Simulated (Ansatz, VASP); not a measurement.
NbSnTe4: VASP beside Ansatz

```
Nb Sn Te
1.0
     0.00000    4.40119    4.40119
     4.40119    0.00000    4.40119
     4.40119    4.40119    0.00000
Nb Sn Te
1 1 4
Cartesian
  4.4012 4.4012 4.4012
  2.2006 2.2006 2.2006
  5.5094 7.6942 5.5094
  5.5094 5.5094 7.6942
  7.6942 7.6942 7.6942
  7.6942 5.5094 5.5094
```

Change from the starting cell: species swapped into the YScFe4 type (F-43m, No. 216).

Alike in both runs: functional PBE; k mesh 4 × 4 × 4; occupations gaussian, width 0.1 eV; no spin polarisation.

Ansatz relaxed the structure, and its values are those at the end. VASP's run is a single point on that final structure, the one shown.

```csv
,VASP,Ansatz
version,VASP 6.6.1,Ansatz 0.2.0
potentials or method,"VASP PAW PBE potentials, release 64 (Nb_sv, Sn_d, Te), cutoff 520 eV","scalar-relativistic, plane waves, PAW"
valence electrons in the cell,51,91
```

```tsv
	VASP	Ansatz	Ansatz less VASP
gap on the k mesh at the Fermi level (eV)	none	none	-
pressure (GPa)	-0.1	0.0	+0.07
```

A gap of «none» marks a metal or a gap that the smearing closes. VASP's potentials hold 51 valence electrons a cell and Ansatz's 91, so a difference there can come from the potentials and not from the codes.

Neither program's run includes spin-orbit coupling.
